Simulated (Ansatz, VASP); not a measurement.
**One calculation of Zr2TeSe, two programs**

Contents of INCAR:

```
ALGO = Normal
EDIFF = 1E-6
EDIFFG = -0.01
ENCUT = 600
GGA = PE
IBRION = 2
ISIF = 3
ISMEAR = 0
LASPH = True
LCHARG = False
LREAL = False
LWAVE = False
NELM = 80
NSW = 100
PREC = Accurate
SIGMA = 0.1
```

File KPOINTS:

```
k-points
0
Gamma
  12 12 6
```

POSCAR

```
Zr2TeSe
1.0
    3.6309839409      0.0000000000      0.0000000000
   -1.8154919704      3.1445243335      0.0000000000
    0.0000000000      0.0000000000      7.7013090089
Zr Te Se
2 1 1
Direct
    0.6666666667      0.3333333333      0.2340573489
    0.6666666667      0.3333333333      0.7659426511
    0.0000000000      0.0000000000      0.5000000000
    0.3333333333      0.6666666667      0.0000000000
```

Input for Ansatz:

```yaml
crystal:
  lattice:
    - [3.6309839409, 0.0, 0.0]
    - [-1.8154919704, 3.1445243335, 0.0]
    - [0.0, 0.0, 7.7013090089]
  atoms:
    - { symbol: Zr, position: [0.6666666667, 0.3333333333, 0.2340573489] }
    - { symbol: Zr, position: [0.6666666667, 0.3333333333, 0.7659426511] }
    - { symbol: Te, position: [0.0, 0.0, 0.5] }
    - { symbol: Se, position: [0.3333333333, 0.6666666667, 0.0] }
basis:
  ecutwfc: 420
kpoints:
  mp_grid: { grid: [12, 12, 6] }
hamiltonian:
  xc: pbe
scf:
  occupations: { method: gaussian, width: 0.1 }
output:
  forces: true
  stress: true
  eigenvalues: true
relax:
  adjacent_minimum: "off"
  f_tol: 0.01
  max_steps: 80
  cell: { stress_tol: 0.05 }
```

Change from the starting cell: species swapped into the Co2SbAs type (P-6m2, No. 187).

Alike in both runs: task relaxation of cell and atoms; functional PBE; k mesh 12 × 12 × 6; occupations gaussian, width 0.1 eV; no spin polarisation.

|  | VASP | Ansatz |
| --- | --- | --- |
| version | VASP 6.6.1 | Ansatz 0.2.0 |
| potentials or method | VASP PAW PBE potentials, release 64 (Zr_sv, Te, Se), cutoff 600 eV | scalar-relativistic, plane waves, PAW |
| valence electrons in the cell | 36 | 56 |

|  | VASP | Ansatz | Ansatz less VASP |
| --- | --- | --- | --- |
| gap on the k mesh at the Fermi level, each at its own relaxed structure (eV) | none | none | - |
| relaxed volume (Å³/atom) | 22.02 | 22.01 | -0.009 |
| relaxed cell length with the largest relative difference (Å) | 7.717 | 7.712 | -0.0044 |

A gap of «none» marks a metal or a gap that the smearing closes. VASP's potentials hold 36 valence electrons a cell and Ansatz's 56, so a difference there can come from the potentials and not from the codes.

Spin-orbit coupling is off throughout.
